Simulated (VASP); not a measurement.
Runs of VASP 6.6.1 on LuH2. The structure is that of space group Fm-3m (No. 225), or close to it. The cells are those of the table. 

| cell | gap on the mesh (eV) | pressure (GPa) |
| --- | --- | --- |
| a = 3.433 Å, angles 60.0°, 3 atoms | none | (b) |
| a = 3.407 Å, angles 60.0°, 3 atoms | none | 10.4 |
| a = 3.367 Å, angles 60.0°, 3 atoms | none | 15.5 |
| a = 3.507 Å, angles 60.0°, 3 atoms | none | 0.3 |
| a = 3.495 Å, angles 60.0°, 3 atoms | none | 1.3 |
| a = 3.462 Å, angles 60.0°, 3 atoms | none | (a) |
| a = 3.483 Å, angles 60.0°, 3 atoms | none | 2.3 |

Alike in all rows: task single point; level PBEsol; potentials or basis VASP PAW PBE potentials, release 64 (Lu, H); no spin polarisation; k mesh 14 × 14 × 14; cutoff (eV) 520; smearing fermi-dirac 0.1 eV.

Task: Fill in the values left out.

Result: (a) 4.4; (b) 7.4.

Caveats: the PAW data sets were made with another functional, which shifts forces and pressure a little; spin-orbit coupling is left out, which moves the levels of the heavy elements.

A k mesh can miss the band edges, and the runs leave out spin-orbit coupling on Lu.

A gap of «none» marks levels without a gap at the run's occupations.
